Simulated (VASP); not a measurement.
Input of a VASP 6.6.1 run:

Contents of INCAR:

```
SYSTEM = KF
  PREC = Accurate
  ENCUT = 520
  EDIFF = 1E-7
  ISMEAR = 0
  SIGMA = 0.01
  LREAL = .FALSE.
  LASPH = .TRUE.
  NELM = 80
  ALGO = Normal
  ISIF = 2
  LWAVE = .FALSE.
  LCHARG = .FALSE.
  GGA = PE
  NBANDS = 15
```

Contents of KPOINTS:

```
regular mesh
0
G
  4 4 4
  0 0 0
```

Contents of POSCAR:

```
KF
1.0
    0.0265896056      2.6589605554      2.6589605554
    2.6589605554      0.0265896056      2.6589605554
    2.6855501609      2.6855501609     -0.0000000001
K F
1 1
Direct
    0.0000000000      0.0000000000      0.0000000000
    0.5000000000      0.5000000000      0.5000000000
```

Potentials or basis: VASP PAW PBE potentials, release 64 (K_sv, F).

Launch:

```bash
$ cat potpaw_PBE.64/K_sv/POTCAR potpaw_PBE.64/F/POTCAR > POTCAR
$ mpirun -np 1 vasp_std > vasp.out
```

Question: Predict the pressure.

Answer: 2.0 GPa.

Question: Estimate the band gap on the k mesh.

Answer: 6.23 eV.

Stress tensor (GPa, compression positive):
```
 1.96 -0.26  0.00
-0.26  1.96  0.00
 0.00  0.00  1.96
```

Caveat: the k points lie up to 0.52 Å⁻¹ apart; the cell differs from its parent crystal (shear xy strain +2.0%).
